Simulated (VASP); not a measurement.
# BiB (F-43m) in VASP: vibrations by perturbation theory with PBEsol

Aim: the vibrations by perturbation theory of BiB with PBEsol.

Everything below comes from runs of VASP 6.6.1. Logs are shortened: lines on timing, memory, paths and dates and some standing lists are left out, and cuts for length are marked.

## Step 1: The cell of the first run

It takes space group F-43m (No. 216, cubic). Conventional cell: a = 5.455 Å, b = 5.455 Å, c = 5.455 Å, α = 90.00°, β = 90.00°, γ = 90.00°. B (site symmetry -43m) has 4 Bi at 2.36 Å within 3.1 Å. Within 3.1 Å of Bi (site symmetry -43m) lie 4 B at 2.36 Å.

## Step 2: Vibrations by perturbation theory, PBEsol

The input, INCAR:

```
ALGO     = Normal         # electronic algorithm
EDIFF    = 1E-8           # SCF threshold, eV
ENCUT    = 500            # plane-wave cutoff, eV
GGA      = PS             # functional
GGA_COMPAT= False        
IBRION   = 8              # ionic algorithm
ISIF     = 2              # what is computed and relaxed
ISMEAR   = 0              # smearing method
LASPH    = True           # aspherical terms in the spheres
LCHARG   = True           # write CHGCAR
LEPSILON = True           # dielectric tensor by DFPT
LREAL    = False          # projectors in reciprocal space
LWAVE    = False          # write WAVECAR
NBANDS   = 16             # bands
NELM     = 120            # most SCF steps
NSW      = 1              # ionic steps
PREC     = Accurate       # precision mode
SIGMA    = 0.01           # smearing width, eV
```

The input, KPOINTS:

```
k-points
0
Gamma
  6 6 6
```

The input, POSCAR:

```
BiB
1.0
    0.0000000000      2.7273304905      2.7273304905
    2.7273304905      0.0000000000      2.7273304905
    2.7273304905      2.7273304905      0.0000000000
B Bi
1 1
Direct
    0.0000000000      0.0000000000      0.0000000000
    0.2500000000      0.2500000000      0.2500000000
```

Potentials or basis: VASP PAW PBE potentials, release 64 (B, Bi_d).

Run with:

```sh
> cat potpaw_PBE.64/B/POTCAR potpaw_PBE.64/Bi_d/POTCAR > POTCAR
> mpirun -np 1 vasp_std > vasp.out
```

OUTCAR:

```text
EDIFF = 1E-8
   ENCUT = 500
   GGA = PS
   IBRION = 8
   ISIF = 2
   ISMEAR = 0
   LASPH = True
   LEPSILON = True
   LREAL = False
   NELM = 120
   NSW = 1
   PREC = Accurate

 ion  position               nearest neighbor table
   1  0.000  0.000  0.000-   2 2.36   2 2.36   2 2.36   2 2.36
   2  0.250  0.250  0.250-   1 2.36   1 2.36   1 2.36   1 2.36

  LATTYP: Found a face centered cubic cell.
 ALAT       =     5.4546609810

  Lattice vectors:

 A1 = (   0.0000000000,   2.7273304905,   2.7273304905)
 A2 = (   2.7273304905,   0.0000000000,   2.7273304905)
 A3 = (   2.7273304905,   2.7273304905,   0.0000000000)

Analysis of symmetry for initial positions (statically):
=====================================================================
 Subroutine PRICEL returns:
 Original cell was already a primitive cell.

 Routine SETGRP: Setting up the symmetry group for a
 face centered cubic supercell.

 Subroutine GETGRP returns: Found 24 space group operations
 (whereof 24 operations were pure point group operations)
 out of a pool of 48 trial point group operations.

The static configuration has the point symmetry T_d .

Analysis of symmetry for dynamics (positions and initial velocities):
=====================================================================
 Subroutine PRICEL returns:
 Original cell was already a primitive cell.

 Routine SETGRP: Setting up the symmetry group for a
 face centered cubic supercell.

 Subroutine GETGRP returns: Found 24 space group operations
 (whereof 24 operations were pure point group operations)
 out of a pool of 48 trial point group operations.

The dynamic configuration has the point symmetry T_d .

 Subroutine INISYM returns: Found 24 space group operations
 (whereof 24 operations are pure point group operations),
 and found     1 'primitive' translations

----------------------------------------------------------------------------------------

                                     Primitive cell

  volume of cell :      40.5736

  direct lattice vectors                    reciprocal lattice vectors
     0.000000000  2.727330490  2.727330490    -0.183329450  0.183329450  0.183329450
     2.727330490  0.000000000  2.727330490     0.183329450 -0.183329450  0.183329450
     2.727330490  2.727330490  0.000000000     0.183329450  0.183329450 -0.183329450

  length of vectors
     3.857027769  3.857027769  3.857027769     0.317535923  0.317535923  0.317535923

  position of ions in fractional coordinates (direct lattice)
     0.000000000  0.000000000  0.000000000
     0.250000000  0.250000000  0.250000000

  ion indices of the primitive-cell ions
   primitive index   ion index
                 1           1
                 2           2

----------------------------------------------------------------------------------------

 KPOINTS: k-points

Automatic generation of k-mesh.
 Grid dimensions read from file:
 generate k-points for:    6    6    6

 Generating k-lattice:

  Cartesian coordinates                     Fractional coordinates (reciprocal lattice)
    -0.030554908  0.030554908  0.030554908     0.166666667  0.000000000  0.000000000
     0.030554908 -0.030554908  0.030554908     0.000000000  0.166666667  0.000000000
[... 441 lines left out ...]
  ---------------------------------------------------
  free energy    TOTEN  =        -8.13794617 eV

  energy without entropy =       -8.13794617

------------------------ aborting loop because EDIFF is reached ----------------------------------------

--------------------------------------- Ionic step        2  -------------------------------------------

------------------------ aborting loop because EDIFF is reached ----------------------------------------

--------------------------------------- Ionic step        3  -------------------------------------------

------------------------ aborting loop because EDIFF is reached ----------------------------------------

 PIEZOELECTRIC TENSOR FIELD DIRECTION 3  (e Angst)
 -----------------------------------------------------------------------------
    -0.00019  0.06542  0.00000           (  0.00000  0.17558  0.00000)
     0.06542 -0.00019  0.00000           (  0.17558  0.00000  0.00000)
     0.00000  0.00000 -0.00100           (  0.00000  0.00000  0.00000)

 PIEZOELECTRIC TENSOR FIELD DIRECTION 3  (C/m^2)
 -----------------------------------------------------------------------------
    -0.00007  0.02583  0.00000
     0.02583 -0.00007  0.00000
     0.00000  0.00000 -0.00039

--------------------------------------- Ionic step        4  -------------------------------------------

------------------------ aborting loop because EDIFF is reached ----------------------------------------

[... ionic steps 5 to 6 ...]

--------------------------------------- Ionic step        7  -------------------------------------------

 Free energy of the ion-electron system (eV)
  ---------------------------------------------------
  ---------------------------------------------------
  free energy    TOTEN  =        -0.32638100 eV

  energy without entropy =       -0.32638100

------------------------ aborting loop because EDIFF is reached ----------------------------------------

 INTERNAL STRAIN TENSOR  FOR ION    2  DIRECTION 1   (eV/Angst):
 -----------------------------------------------------------------------------
     0.01477  0.00000  0.00000
     0.00000 -0.00364 -5.77059
     0.00000 -5.77059 -0.00364

 MACROSCOPIC STATIC DIELECTRIC TENSOR (including local field effects in DFT)
 ------------------------------------------------------
          70.168107     0.000000     0.000000
           0.000000    70.168107     0.000000
           0.000000     0.000000    70.168107
 ------------------------------------------------------

 PIEZOELECTRIC TENSOR (including local field effects)  for field in x, y, z        (e  Angst)
          XX          YY          ZZ          XY          YZ          ZX
  --------------------------------------------------------------------------------
  x     0.00000    -0.00000    -0.00000     0.00000     0.05392     0.00000
  y    -0.00000     0.00000    -0.00000     0.00000     0.00000     0.05392
  z    -0.00000    -0.00000     0.00000     0.05392     0.00000     0.00000

 PIEZOELECTRIC TENSOR (including local field effects)  for field in x, y, z        (C/m^2)
          XX          YY          ZZ          XY          YZ          ZX
  --------------------------------------------------------------------------------
  x     0.00000    -0.00000    -0.00000     0.00000     0.02129     0.00000
  y    -0.00000     0.00000    -0.00000     0.00000     0.00000     0.02129
  z    -0.00000    -0.00000     0.00000     0.02129     0.00000     0.00000

 BORN EFFECTIVE CHARGES (including local field effects) (in |e|, cummulative output)
 ---------------------------------------------------------------------------------
 ion    1
    1    -1.29422    -0.00000    -0.00000
    2     0.00000    -1.29422     0.00000
    3     0.00000     0.00000    -1.29422
 ion    2
    1     1.29422     0.00000     0.00000
    2     0.00000     1.29422    -0.00000
    3     0.00000    -0.00000     1.29422

 INTERNAL STRAIN TENSOR FOR ION    2 for displacements in x,y,z  (eV/Angst):
          X           Y           Z          XY          YZ          ZX
  --------------------------------------------------------------------------------
  x     0.00000    -0.00000    -0.00000     0.00000    -5.77059     0.00000
  y    -0.00000     0.00000    -0.00000     0.00000     0.00000    -5.77059
  z    -0.00000    -0.00000     0.00000    -5.77059     0.00000     0.00000

 SECOND DERIVATIVES (NOT SYMMETRIZED)
 ------------------------------------
               1X          1Y          1Z          2X          2Y          2Z
  1X   -10.736773    0.000000    0.000000   10.736773    0.000000    0.000000
  1Y     0.000000  -10.736773    0.000000    0.000000   10.736773    0.000000
  1Z     0.000000    0.000000  -10.736773    0.000000    0.000000   10.736773
  2X    10.758890    0.000000    0.000000  -10.758890    0.000000    0.000000
  2Y     0.000000   10.758890    0.000000    0.000000  -10.758890    0.000000
  2Z     0.000000    0.000000   10.758890    0.000000    0.000000  -10.758890

 Eigenvectors and eigenvalues of the dynamical matrix
 ----------------------------------------------------

   1 f  =   15.978252 THz   100.394321 2PiTHz  532.977131 cm-1    66.080713 meV
             X         Y         Z           dx          dy          dz
      0.000000  0.000000  0.000000     0.000000   -0.975047    0.000000
      1.363665  1.363665  1.363665     0.000000    0.222000    0.000000
[... 21 lines left out ...]
   6 f/i=    0.003559 THz     0.022360 2PiTHz    0.118705 cm-1     0.014718 meV
             X         Y         Z           dx          dy          dz
      0.000000  0.000000  0.000000    -0.211418    0.067260   -0.007907
      1.363665  1.363665  1.363665    -0.928570    0.295412   -0.034730

--------------------------------------------------------------------------------------------------------

 MACROSCOPIC STATIC DIELECTRIC TENSOR IONIC CONTRIBUTION
 ------------------------------------------------------
           0.695053     0.000000     0.000000
           0.000000     0.695053    -0.000000
           0.000000    -0.000000     0.695053
 ------------------------------------------------------

 ELASTIC MODULI CONTR FROM IONIC RELAXATION (kBar)
 Direction    XX          YY          ZZ          XY          YZ          ZX
 --------------------------------------------------------------------------------
 XX          -0.0000      0.0000      0.0000     -0.0000      0.0000     -0.0000
 YY           0.0000     -0.0000      0.0000     -0.0000     -0.0000      0.0000
 ZZ           0.0000      0.0000     -0.0000      0.0000     -0.0000     -0.0000
 XY          -0.0000     -0.0000      0.0000   -133.8867      0.0000      0.0000
 YZ           0.0000     -0.0000     -0.0000      0.0000   -133.8867      0.0000
 ZX          -0.0000      0.0000     -0.0000      0.0000      0.0000   -133.8867
 --------------------------------------------------------------------------------

 PIEZOELECTRIC TENSOR IONIC CONTR  for field in x, y, z        (C/m^2)
          XX          YY          ZZ          XY          YZ          ZX
  --------------------------------------------------------------------------------
  x     0.00000    -0.00000    -0.00000    -0.00000    -0.28704    -0.00000
  y    -0.00000     0.00000    -0.00000     0.00000     0.00000    -0.28704
  z    -0.00000    -0.00000     0.00000    -0.28704     0.00000     0.00000
```

Run time: 4.9 min. Hardware: 1 thread of Intel Xeon Platinum 8259CL at 2.50GHz (Skylake/Cascade Lake), shared host; peak memory 0.22 GiB.

Results:

* Electronic dielectric tensor (diagonal): 70.17
* Born charges (mean of the diagonal): B -1.29; Bi +1.29 e
* Highest phonon frequency at Γ: 533 cm⁻¹

Phonon frequencies in cm⁻¹ (negative: imaginary):
```tsv
q point	frequencies
(0.000, 0.000, 0.000)	0 0 0 533 533 533
```

Electronic dielectric tensor:
```
70.17  0.00  0.00
 0.00 70.17  0.00
 0.00  0.00 70.17
```

Born effective charge tensors (e):
atom 1, B
```
-1.29  0.00  0.00
 0.00 -1.29  0.00
 0.00  0.00 -1.29
```
atom 2, Bi
```
1.29 0.00 0.00
0.00 1.29 0.00
0.00 0.00 1.29
```

Caveat: the structure was generated, so it needn't be the stable form of BiB; spin-orbit coupling is left out, which moves the levels of the heavy elements.
